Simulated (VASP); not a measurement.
# B (P6_3/mmc) in VASP: a series of runs

B is run at these levels: PBE; tasks: single point.

Everything below comes from runs of VASP 6.6.1. Logs are shortened: lines on timing, memory, paths and dates and some standing lists are left out, and cuts for length are marked.

### 1 The cell of the first run

Symmetry: P6_3/mmc, No. 194, hexagonal system. Conventional cell: a = 1.644 Å, b = 1.644 Å, c = 17.564 Å, α = 90.00°, β = 90.00°, γ = 120.00°. B (site symmetry -3m) has 6 B at 1.64 Å within 2.2 Å. Within 2.2 Å of B (site symmetry -6m2) lie 6 B at 1.64 Å.

### 2 Single point, PBE (volume scaled by 0.88)

File INCAR:

```
  PREC = Accurate
  ENCUT = 500
  EDIFF = 1E-6
  ISMEAR = -1
  SIGMA = 0.1
  LREAL = False
  LASPH = True
  NELM = 120
  ALGO = Normal
  ISIF = 2
  LWAVE = False
  LCHARG = False
  GGA = PE
  NBANDS = 14
  GGA_COMPAT = False
```

File KPOINTS:

```
Automatic mesh
0
Gamma
  23 23 2
```

File POSCAR:

```
B
1.0
    1.6436367441      0.0000000000      0.0000000000
   -0.8218183721      1.4234311750      0.0000000000
    0.0000000000      0.0000000000     17.5637079505
B
4
Direct
    1.0000000000      1.0000000000      1.0000000000
    1.0000000000      1.0000000000      0.5000000000
    0.3333333333      0.6666666667      0.2500000000
    0.6666666667      0.3333333333      0.7500000000
```

Potentials or basis: VASP PAW PBE potentials, release 64 (B).

Launch:

```console
$ cat potpaw_PBE.64/B/POTCAR > POTCAR
$ mpirun -np 1 vasp_std > vasp.out
```

OUTCAR:

```text
PREC = Accurate
   ENCUT = 500
   EDIFF = 1E-6
   ISMEAR = -1
   LREAL = False
   LASPH = True
   NELM = 120
   ISIF = 2
   GGA = PE

 ion  position               nearest neighbor table
   1  0.000  0.000  0.000-
   2  0.000  0.000  0.500-
   3  0.333  0.667  0.250-
   4  0.667  0.333  0.750-

  LATTYP: Found a hexagonal cell.
 ALAT       =     1.6436367441
 C/A-ratio  =    10.6858817884

  Lattice vectors:

 A1 = (   1.6436367441,   0.0000000000,   0.0000000000)
 A2 = (  -0.8218183721,   1.4234311750,   0.0000000000)
 A3 = (   0.0000000000,   0.0000000000,  17.5637079505)

Analysis of symmetry for initial positions (statically):
=====================================================================
 Subroutine PRICEL returns:
 Original cell was already a primitive cell.

 Routine SETGRP: Setting up the symmetry group for a
 hexagonal supercell.

 Subroutine GETGRP returns: Found 24 space group operations
 (whereof 12 operations were pure point group operations)
 out of a pool of 24 trial point group operations.

The static configuration has the point symmetry D_3d.
 The point group associated with its full space group is D_6h.

Analysis of symmetry for dynamics (positions and initial velocities):
=====================================================================
 Subroutine PRICEL returns:
 Original cell was already a primitive cell.

 Routine SETGRP: Setting up the symmetry group for a
 hexagonal supercell.

 Subroutine GETGRP returns: Found 24 space group operations
 (whereof 12 operations were pure point group operations)
 out of a pool of 24 trial point group operations.

The dynamic configuration has the point symmetry D_3d.
 The point group associated with its full space group is D_6h.

 Subroutine INISYM returns: Found 24 space group operations
 (whereof 12 operations are pure point group operations),
 and found     1 'primitive' translations

----------------------------------------------------------------------------------------

                                     Primitive cell

  volume of cell :      41.0921

  direct lattice vectors                    reciprocal lattice vectors
     1.643636744  0.000000000  0.000000000     0.608406939  0.351263910  0.000000000
    -0.821818372  1.423431175  0.000000000     0.000000000  0.702527820  0.000000000
     0.000000000  0.000000000 17.563707950     0.000000000  0.000000000  0.056935586

  length of vectors
     1.643636744  1.643636744 17.563707950     0.702527820  0.702527820  0.056935586

  position of ions in fractional coordinates (direct lattice)
     0.000000000  0.000000000  0.000000000
     0.000000000  0.000000000  0.500000000
     0.333333333  0.666666667  0.250000000
     0.666666667  0.333333333  0.750000000

  ion indices of the primitive-cell ions
   primitive index   ion index
                 1           1
                 2           2
                 3           3
                 4           4

----------------------------------------------------------------------------------------

 KPOINTS: Automatic mesh

Automatic generation of k-mesh.
 Grid dimensions read from file:
 generate k-points for:   23   23    2

 Generating k-lattice:

  Cartesian coordinates                     Fractional coordinates (reciprocal lattice)
     0.026452476  0.015272344  0.000000000     0.043478261  0.000000000  0.000000000
     0.000000000  0.030544688  0.000000000     0.000000000  0.043478261  0.000000000
     0.000000000  0.000000000  0.028467793     0.000000000  0.000000000  0.500000000

  Length of vectors
     0.030544688  0.030544688  0.028467793

  Shift w.r.t. Gamma in fractional coordinates (k-lattice)
     0.000000000  0.000000000  0.000000000

 Subroutine IBZKPT returns following result:
 ===========================================

 Found    112 irreducible k-points:

 Following reciprocal coordinates:
            Coordinates               Weight
  0.000000  0.000000  0.000000      1.000000
  0.043478  0.000000  0.000000      6.000000
  0.086957  0.000000  0.000000      6.000000
  0.130435  0.000000  0.000000      6.000000
  0.173913  0.000000  0.000000      6.000000
  0.217391  0.000000  0.000000      6.000000
[... 16 lines left out ...]
  0.478261  0.043478  0.000000      6.000000
  0.086957  0.086957  0.000000      6.000000
 [... further k-points ...]
   k-points           NKPTS =    112   k-points in BZ     NKDIM =    112   number of bands    NBANDS=     14
   number of dos      NEDOS =    301   number of ions     NIONS =      4
   total plane-waves  NPLWV =  18432
   dimension x,y,z NGX =    12 NGY =   12 NGZ =  128
   dimension x,y,z NGXF=    24 NGYF=   24 NGZF=  256
   ions per type =               4
   NGX,Y,Z   is equivalent  to a cutoff of  12.14, 12.14, 12.12 a.u.
   NGXF,Y,Z  is equivalent  to a cutoff of  24.27, 24.27, 24.23 a.u.
 SYSTEM =  unknown system
   PREC   = accura    normal or accurate (medium, high low for compatibility)
   ISTART =      0    job   : 0-new  1-cont  2-samecut
   ICHARG =      2    charge: 1-file 2-atom 10-const
   ISPIN  =      1    spin polarized calculation?
   LNONCOLLINEAR =      F non collinear calculations
   LSORBIT =      F    spin-orbit coupling
   LASPH  =      T    aspherical Exc in radial PAW
   ENCUT  =  500.0 eV  36.75 Ry    6.06 a.u.   3.00  3.00 32.02*2*pi/ulx,y,z
   NELM   =    120;   NELMIN=  2; NELMDL= -5     # of ELM steps
   EDIFF  = 0.1E-05   stopping-criterion for ELM
   LREAL  =      F    real-space projection
   EDIFFG = 0.1E-04   stopping-criterion for IOM
   NSW    =      0    number of steps for IOM
   IBRION =     -1    ionic relax: 0-MD 1-quasi-New 2-CG
   NFREE  =      0    steps in history (QN), initial steepest desc. (CG)
   ISIF   =      2    stress and relaxation
   ISYM   =      2    0-nonsym 1-usesym 2-fastsym
   POTIM  = 0.5000    time-step for ionic-motion
   TEBEG  =    0.0;   TEEND  =   0.0 temperature during run
   PSTRESS=    0.0 pullay stress
   NELECT =      12.0000    total number of electrons
   NUPDOWN=      -1.0000    fix difference up-down
   EMIN   =  10.00;   EMAX   =-10.00  energy-range for DOS
   EFERMI =   0.00;   METHOD = LEGACY
   ISMEAR =    -1;   SIGMA  =   0.10  broadening in eV -4-tet -1-fermi 0-gaus
   EFERMI_NEDOS =   21; number of points for ismear=-14 and -15
   IALGO  =     38    algorithm
   IMIX   =      4    mixing-type and parameters
     AMIX     =   0.40;   BMIX     =  1.00
     AMIX_MAG =   1.60;   BMIX_MAG =  1.00
  volume/ion in A,a.u.               =      10.27        69.33
  Fermi-wavevector in a.u.,A,eV,Ry     =   1.086131  2.052491 16.050543  1.179682
  Thomas-Fermi vector in A             =   2.222261
   LORBIT       =      0    0 simple, 1 ext, 2 COOP (PROOUT), +10 PAW based schemes
   GGA     = PE    functional components
   LHFCALC =     F    Hartree Fock is set to
   AEXX    =    0.0000 exact exchange contribution
   IVDW    =     0    specifies the selected vdW correction
   LEPSILON=     F    determine dielectric tensor
   LRPA    =     F    only Hartree local field effects (RPA)
 non-spin polarized calculation
  energy-cutoff  :      500.00
  volume of cell :       41.09
 maximum number of plane-waves:      1088
 NGX is ok and might be reduce to    12
   NGX =  5   NGY =  5   NGZ = 65

 number of electron      12.0000000 magnetization

 Free energy of the ion-electron system (eV)
  ---------------------------------------------------
  ext. energy  EPLUGINS =         0.00000000
  ---------------------------------------------------
  free energy    TOTEN  =       -23.67374971 eV

  energy without entropy =      -23.64888087  energy(sigma->0) =      -23.66131529

 E-fermi :   4.3169     XC(G=0):  -8.9926

 val. band max:        4.2926525642   @ k =   0.3913   0.2174   0.0000
 cond. band min:       4.3638281033   @ k =   0.2609   0.1304   0.0000
 fundamental gap:      0.0711755392
 Fermi energy:         4.3168994966

 k-point     1 :       0.0000    0.0000    0.0000
  band No.  band energies     occupation
      1     -13.6439      2.00000
      2     -13.6160      2.00000
      3     -13.6158      2.00000
      4     -13.5874      2.00000
      5      -4.5165      2.00000
      6      -4.2561      2.00000
      7      -4.2560      2.00000
      8      -3.9695      2.00000
      9       5.7978      0.00000
     10       7.1572      0.00000
     11       7.1572      0.00000
     12       9.6496      0.00000
     13      12.4056      0.00000
     14      16.2610      0.00000

 k-point     2 :       0.0435    0.0000    0.0000
  band No.  band energies     occupation
      1     -13.5541      2.00000
      2     -13.5265      2.00000
      3     -13.5263      2.00000
      4     -13.4982      2.00000
      5      -4.3808      2.00000
      6      -4.1207      2.00000
      7      -4.1206      2.00000
      8      -3.8345      2.00000
      9       5.9226      0.00000
     10       7.2829      0.00000
     11       7.2829      0.00000
     12       9.7859      0.00000
     13      12.5046      0.00000
     14      16.3703      0.00000

 k-point     3 :       0.0870    0.0000    0.0000
  band No.  band energies     occupation
      1     -13.2852      2.00000
      2     -13.2585      2.00000
      3     -13.2584      2.00000
      4     -13.2312      2.00000
      5      -3.9738      2.00000
      6      -3.7148      2.00000
      7      -3.7147      2.00000
      8      -3.4297      2.00000
      9       6.2961      0.00000
     10       7.6588      0.00000
     11       7.6588      0.00000
     12      10.1943      0.00000
     13      12.7971      0.00000
     14      16.6928      0.00000
[... 324 lines left out ...]
 k-point    23 :       0.4783    0.0435    0.0000
  band No.  band energies     occupation
      1      -5.0925      2.00000
      2      -5.0906      2.00000
      3      -5.0905      2.00000
      4      -5.0887      2.00000
      5       6.2566      0.00000
      6       6.2758      0.00000
      7       6.2758      0.00000
      8       6.2955      0.00000
      9      10.5379      0.00000
     10      10.5982      0.00000
     11      10.5998      0.00000
     12      10.6603      0.00000
     13      17.3181      0.00000
     14      17.5809      0.00000

 k-point    24 :       0.0870    0.0870    0.0000
  band No.  band energies     occupation
      1     -12.5712      2.00000
      2     -12.5469      2.00000
      3     -12.5468      2.00000
      4     -12.5221      2.00000
      5      -2.8910      2.00000
      6      -2.6351      2.00000
      7      -2.6349      2.00000
      8      -2.3529      2.00000
      9       7.2865      0.00000
     10       8.6534      0.00000
     11       8.6535      0.00000
     12      11.2801      0.00000
     13      13.5464      0.00000
     14      17.5110      0.00000

 [... further k-points ...]
[... 5 lines left out ...]
  --------------------------------------------------------------------------------------
  -------------------------------------------------------------------------------------
  Total        8.2798541      8.2798541     -0.0697099     -0.0000000      0.0000000      0.0000000
  in kB      322.8306372    322.8306372     -2.7179811     -0.0000000      0.0000000      0.0000000
  external PRESSURE =     214.3144311 kB  Pullay stress =       0.0000000 kB

 VOLUME and BASIS-vectors are now :
 -----------------------------------------------------------------------------
  energy-cutoff  :      500.00
  volume of cell :       41.09
      direct lattice vectors                 reciprocal lattice vectors
     1.643636744  0.000000000  0.000000000     0.608406939  0.351263910  0.000000000
    -0.821818372  1.423431175  0.000000000     0.000000000  0.702527820  0.000000000
     0.000000000  0.000000000 17.563707950     0.000000000  0.000000000  0.056935586

 POSITION                                       TOTAL-FORCE (eV/Angst)
 -----------------------------------------------------------------------------------
      0.00000      0.00000      0.00000        -0.000000      0.000000      0.000000
      0.00000      0.00000      8.78185        -0.000000      0.000000      0.000000
     -0.00000      0.94895      4.39093         0.000000     -0.000000      0.000000
      0.82182      0.47448     13.17278        -0.000000      0.000000      0.000000
 -----------------------------------------------------------------------------------
    total drift:                                0.000000     -0.000000      0.000000

  FREE ENERGIE OF THE ION-ELECTRON SYSTEM (eV)
  ---------------------------------------------------
  free  energy   TOTEN  =       -23.6737497078 eV

  energy  without entropy=      -23.6488808728  energy(sigma->0) =      -23.66131529
```

It took 53 s on 1 thread of AMD EPYC 7R43 (Zen 3), shared host; peak memory 0.14 GiB.

What came out:

* Free energy: -23.6737 eV
* Pressure: 21.4 GPa
* Band gap on the k mesh: zero (band 6 reaches 7.94 eV, above the bottom of band 7 at -4.26 eV)

Stress tensor (GPa, compression positive):
```
32.28  0.00  0.00
 0.00 32.28  0.00
 0.00  0.00 -0.27
```

Caveat: the cell differs from its parent crystal (volume scaled by 0.88); this functional lacks dispersion, which binds the layers, so the pressure and a relaxed spacing across them are unreliable.

### 3 Single point, PBE

This run uses another cell than the first one, of 11.67 Å³/atom, 1.136 times its volume.

File INCAR:

```
PREC = Accurate ; ENCUT = 500
EDIFF = 1E-6 ; ISMEAR = -1
SIGMA = 0.1 ; LREAL = F
LASPH = T ; NELM = 120
ALGO = Normal ; ISIF = 2
LWAVE = F ; LCHARG = T
GGA = PE ; LELF = T
LVHAR = T ; NBANDS = 14
GGA_COMPAT = F
```

File KPOINTS:

```
regular mesh
0
Gamma
  17 17 5
```

File POSCAR:

```
B
1.0
    1.7151875573      0.0000000000      0.0000000000
   -0.8575937786      1.4853959969      0.0000000000
    0.0000000000      0.0000000000     18.3282914819
B
4
Direct
    1.0000000000      1.0000000000      1.0000000000
    1.0000000000      1.0000000000      0.5000000000
    0.3333333333      0.6666666667      0.2500000000
    0.6666666667      0.3333333333      0.7500000000
```

Potentials or basis: VASP PAW PBE potentials, release 64 (B).

Launch:

```console
$ cat potpaw_PBE.64/B/POTCAR > POTCAR
$ mpirun -np 1 vasp_std > vasp.out
```

It took 79 s on 1 thread of AMD EPYC 7R43 (Zen 3), shared host; peak memory 0.15 GiB.

It converged, with:

```yaml
Free_energy: -24.0121 eV
Pressure: -0.1 GPa
Band_gap_on_the_k_mesh: zero (band 6 reaches 6.56 eV, above the bottom of band 7 at -4.21 eV)
```

Levels at points of the mesh, in eV from the Fermi level:
| k point | band 6 | band 7 | band 8 | band 9 | band 10 | band 11 |
| --- | --- | --- | --- | --- | --- | --- |
| (0.00, 0.00, 0.00) | -7.68 | -7.68 | -7.44 | 1.71 | 2.94 | 2.94 |

Caveat: this functional lacks dispersion, which binds the layers, so the pressure and a relaxed spacing across them are unreliable.

### 4 Single point, PBE (volume scaled by 0.92)

File INCAR:

```
SYSTEM = B
PREC = Accurate
ENCUT = 500
EDIFF = 1E-6
ISMEAR = -1
SIGMA = 0.1
LREAL = .FALSE.
LASPH = .TRUE.
NELM = 120
ALGO = Normal
ISIF = 2
LWAVE = .FALSE.
LCHARG = .FALSE.
GGA = PE
NBANDS = 14
GGA_COMPAT = .FALSE.
```

File KPOINTS:

```
Automatic mesh
0
G
  23 23 2
  0 0 0
```

File POSCAR:

```
B
1.0
    1.6681722531      0.0000000000      0.0000000000
   -0.8340861265      1.4446795491      0.0000000000
    0.0000000000      0.0000000000     17.8258914990
B
4
Direct
    1.0000000000      1.0000000000      1.0000000000
    1.0000000000      1.0000000000      0.5000000000
    0.3333333333      0.6666666667      0.2500000000
    0.6666666667      0.3333333333      0.7500000000
```

Potentials or basis: VASP PAW PBE potentials, release 64 (B).

Launch:

```console
$ cat potpaw_PBE.64/B/POTCAR > POTCAR
$ mpirun -np 1 vasp_std > vasp.out
```

OUTCAR:

```text
SYSTEM = B
   PREC = Accurate
   ENCUT = 500
   EDIFF = 1E-6
   ISMEAR = -1
   LREAL = .FALSE.
   LASPH = .TRUE.
   NELM = 120
   ISIF = 2
   GGA = PE

 ion  position               nearest neighbor table
   1  0.000  0.000  0.000-
   2  0.000  0.000  0.500-
   3  0.333  0.667  0.250-
   4  0.667  0.333  0.750-

  LATTYP: Found a hexagonal cell.
 ALAT       =     1.6681722531
 C/A-ratio  =    10.6858817882

  Lattice vectors:

[... 594 lines left out ...]
     11       8.3597      0.00000
     12      10.9021      0.00000
     13      13.0762      0.00000
     14      16.9158      0.00000

 [... further k-points ...]
[... 5 lines left out ...]
  --------------------------------------------------------------------------------------
  -------------------------------------------------------------------------------------
  Total        5.0581296      5.0581296     -0.0688083      0.0000000      0.0000000      0.0000000
  in kB      188.6413353    188.6413353     -2.5661850      0.0000000      0.0000000      0.0000000
  external PRESSURE =     124.9054952 kB  Pullay stress =       0.0000000 kB

 VOLUME and BASIS-vectors are now :
 -----------------------------------------------------------------------------
  energy-cutoff  :      500.00
  volume of cell :       42.96
      direct lattice vectors                 reciprocal lattice vectors
     1.668172253  0.000000000  0.000000000     0.599458478  0.346097514  0.000000000
    -0.834086127  1.444679549  0.000000000     0.000000000  0.692195027  0.000000000
     0.000000000  0.000000000 17.825891499     0.000000000  0.000000000  0.056098176

 POSITION                                       TOTAL-FORCE (eV/Angst)
 -----------------------------------------------------------------------------------
      0.00000      0.00000      0.00000        -0.000000      0.000000      0.000000
      0.00000      0.00000      8.91295        -0.000000      0.000000      0.000000
     -0.00000      0.96312      4.45647        -0.000000      0.000000      0.000000
      0.83409      0.48156     13.36942         0.000000     -0.000000     -0.000000
 -----------------------------------------------------------------------------------
    total drift:                               -0.000000     -0.000000      0.000000

  FREE ENERGIE OF THE ION-ELECTRON SYSTEM (eV)
  ---------------------------------------------------
  free  energy   TOTEN  =       -23.8711895828 eV

  energy  without entropy=      -23.8461693995  energy(sigma->0) =      -23.85867949
```

stdout:

```text
POSCAR found type information on POSCAR B
 POSCAR found :  1 types and       4 ions
 scaLAPACK will be used
 LDA part: xc-table for (Slater+PW92), standard interpolation
 POSCAR, INCAR and KPOINTS ok, starting setup
 FFT: planning ... GRIDC
 FFT: planning ... GRID_SOFT
 FFT: planning ... GRID
 WAVECAR not read
 entering main loop
```

Run time: 58 s. Hardware: 1 thread of AMD EPYC 7R43 (Zen 3), shared host; peak memory 0.14 GiB.

What came out:

```
Free energy            : -23.8712 eV
Pressure               : 12.5 GPa
Band gap on the k mesh : zero (band 6 reaches 7.44 eV, above the bottom of band 7 at -4.26 eV)
```

Caveat: the cell differs from its parent crystal (volume scaled by 0.92); this functional lacks dispersion, which binds the layers, so the pressure and a relaxed spacing across them are unreliable.

### 5 The runs side by side

```csv
cell,k mesh,gap on the mesh (eV),pressure (GPa)
"a = 1.644, b = 1.644, c = 17.564 Å, angles 90.0, 90.0, 120.0°, 4 atoms",23 × 23 × 2,none,21.4
"a = 1.715, b = 1.715, c = 18.328 Å, angles 90.0, 90.0, 120.0°, 4 atoms",17 × 17 × 5,none,-0.1
"a = 1.668, b = 1.668, c = 17.826 Å, angles 90.0, 90.0, 120.0°, 4 atoms",23 × 23 × 2,none,12.5
```

Alike in all rows: task single point; level PBE; potentials or basis VASP PAW PBE potentials, release 64 (B); no spin polarisation; cutoff (eV) 500; smearing fermi-dirac 0.1 eV.

Caveats: this functional lacks dispersion, which binds the layers, so the pressure and a relaxed spacing across them are unreliable.

Total energies depend on the potentials used, so only differences within one code and one set of settings carry meaning.
